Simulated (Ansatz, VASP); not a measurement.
# NaPtCl3 in VASP and in Ansatz

INCAR

```
SYSTEM = NaPtCl3
ALGO = Normal
EDIFF = 1E-6
ENCUT = 520
GGA = PE
ISIF = 2
ISMEAR = 0
LASPH = .True.
LCHARG = .False.
LREAL = .False.
LWAVE = .False.
NBANDS = 27
NELM = 80
PREC = Accurate
SIGMA = 0.1
```

File KPOINTS:

```
k-points
0
Gamma
  8 8 8
  0 0 0
```

The input POSCAR:

```
NaPtCl3
1.0
    4.7315050151      0.0000000000      0.0000000000
    0.0000000000      4.7315050151      0.0000000000
    0.0000000000      0.0000000000      4.7315050151
Na Pt Cl
1 1 3
Direct
    0.0000000000      0.0000000000      0.0000000000
    0.5000000000      0.5000000000      0.5000000000
    0.0000000000      0.5000000000      0.5000000000
    0.5000000000      0.5000000000      0.0000000000
    0.5000000000      0.0000000000      0.5000000000
```

Input for Ansatz:

```yaml
crystal:
  lattice:
    - [4.7315050151, 0.0, 0.0]
    - [0.0, 4.7315050151, 0.0]
    - [0.0, 0.0, 4.7315050151]
  atoms:
    - { symbol: Na, position: [0.0, 0.0, 0.0] }
    - { symbol: Pt, position: [0.5, 0.5, 0.5] }
    - { symbol: Cl, position: [0.0, 0.5, 0.5] }
    - { symbol: Cl, position: [0.5, 0.5, 0.0] }
    - { symbol: Cl, position: [0.5, 0.0, 0.5] }
basis:
  ecutwfc: 420
kpoints:
  mp_grid: { grid: [8, 8, 8] }
hamiltonian:
  xc: pbe
scf:
  occupations: { method: gaussian, width: 0.1 }
output:
  forces: true
  stress: true
  eigenvalues: true
```

Alike in both runs: task single point; functional PBE; k mesh 8 × 8 × 8; occupations gaussian, width 0.1 eV; no spin polarisation.

|  | VASP | Ansatz |
| --- | --- | --- |
| version | VASP 6.6.1 | Ansatz 0.2.0 |
| potentials or method | VASP PAW PBE potentials, release 64 (Na_pv, Pt, Cl), cutoff 520 eV | scalar-relativistic, plane waves, PAW |
| valence electrons in the cell | 38 | 48 |

|  | VASP | Ansatz | Ansatz less VASP |
| --- | --- | --- | --- |
| gap on the k mesh at the Fermi level (eV) | none | none | - |
| pressure (GPa) | 8.6 | 8.6 | +0.09 |

A gap of «none» marks a metal or a gap that the smearing closes. The functional is the same, so the differences come from potentials, cutoffs and numerics. VASP's potentials hold 38 valence electrons a cell and Ansatz's 48, so a difference there can come from the potentials and not from the codes.

Neither program's run includes spin-orbit coupling.
